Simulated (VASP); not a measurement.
Here is a VASP 6.6.1 calculation.

INCAR

```
SYSTEM = Si
  ALGO = Normal
  EDIFF = 1E-6
  ENCUT = 520
  GGA = PE
  ISIF = 2
  ISMEAR = 0
  LASPH = .True.
  LCHARG = .True.
  LELF = .True.
  LREAL = .False.
  LVHAR = .True.
  LWAVE = .False.
  NBANDS = 11
  NELM = 100
  PREC = Accurate
  SIGMA = 0.05
```

The input KPOINTS:

```
k-points
0
Gamma
  8 8 8
  0 0 0
```

File POSCAR:

```
Si
1.0
    0.0000000000      2.7827416381      2.6391603742
    2.7827416381      0.0000000000      2.6391603742
    2.7827416381      2.7827416381      0.0000000000
Si
2
Direct
    0.5000000000      0.5000000000      0.5000000000
    0.7500000000      0.7500000000      0.7500000000
```

Potentials or basis: VASP PAW PBE potentials, release 64 (Si).

The run is started by

```console
$ cat potpaw_PBE.64/Si/POTCAR > POTCAR
$ mpirun -np 1 vasp_std > vasp.out
```

Problem. Estimate the band gap on the k mesh.

Solution. 0.10 eV (least direct gap 2.20 eV).

Problem. Estimate the pressure.

Solution. -0.1 GPa.

Stress tensor (GPa, compression positive):
```
-1.60  0.00  0.00
 0.00 -1.60  0.00
 0.00  0.00  3.05
```

Caveat: the cell differs from its parent crystal (strain +e along x and -e along y +0.0000, strain +e along z and -e/2 along x and y -0.0350); semilocal functionals underestimate gaps, and a narrow one can read as zero. A k mesh can miss the band edges.
